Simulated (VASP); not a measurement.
A run of VASP 6.6.1 is set up as follows.

The input INCAR:

```
SYSTEM = BN
  PREC = Accurate
  ENCUT = 520
  EDIFF = 1E-6
  ISMEAR = 0
  SIGMA = 0.05
  LREAL = .FALSE.
  LASPH = .TRUE.
  NELM = 100
  ALGO = Normal
  ISIF = 2
  LWAVE = .FALSE.
  LCHARG = .TRUE.
  GGA = PE
  LELF = .TRUE.
  LVHAR = .TRUE.
  NBANDS = 11
```

The input KPOINTS:

```
regular mesh
0
G
  14 14 14
  0 0 0
```

Contents of POSCAR:

```
BN
1.0
    0.0000000000      1.8130010000      1.8130010000
    1.8130010000      0.0000000000      1.8130010000
    1.8130010000      1.8130010000      0.0000000000
B N
1 1
Direct
    0.0000000000      0.0000000000      0.0000000000
    0.7086321243      0.7913678757      0.7913678757
```

Potentials or basis: VASP PAW PBE potentials, release 64 (B, N).

Command:

```bash
$ cat potpaw_PBE.64/B/POTCAR potpaw_PBE.64/N/POTCAR > POTCAR
$ mpirun -np 1 vasp_std > vasp.out
```

Question: Predict the largest force.

Answer: 3.381 eV/Å.

Question: Predict the pressure.

Answer: 6.1 GPa.

Forces in eV/Å, atoms in the order of the input:
```
B    3.381  0.000  0.000
N   -3.381  0.000  0.000
```

Caveat: forces of over 1 eV/Å act on the atoms, so gaps and moduli don't describe the material at rest.
